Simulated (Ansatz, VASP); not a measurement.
## BeTe: VASP beside Ansatz

```
Be Te
1.0
     0.00000    2.79823    2.79823
     2.79823    0.00000    2.79823
     2.79823    2.79823    0.00000
Be Te
1 1
Direct
  0.00000 0.00000 0.00000
  0.75000 0.75000 0.75000
```

Alike in both runs: task single point; functional RPBE; dispersion D4; k mesh 8 × 8 × 8; occupations gaussian, width 0.05 eV; no spin polarisation.

|  | VASP | Ansatz |
| --- | --- | --- |
| version | VASP 6.6.1 | Ansatz 0.2.0 |
| potentials or method | VASP PAW PBE potentials, release 64 (Be, Te), cutoff 600 eV | scalar-relativistic, plane waves, PAW |
| valence electrons in the cell | 8 | 18 |

```tsv
	VASP	Ansatz	Ansatz less VASP
gap on the k mesh at the Fermi level (eV)	2.02	2.03	+0.016
least direct gap on the mesh (eV)	3.62	3.64	+0.021
pressure (GPa)	-1.1	-1.2	-0.12
```

VASP's potentials were made for PBE, not for RPBE. VASP's potentials hold 8 valence electrons a cell and Ansatz's 18, so a difference there can come from the potentials and not from the codes.

Spin-orbit coupling is off throughout.
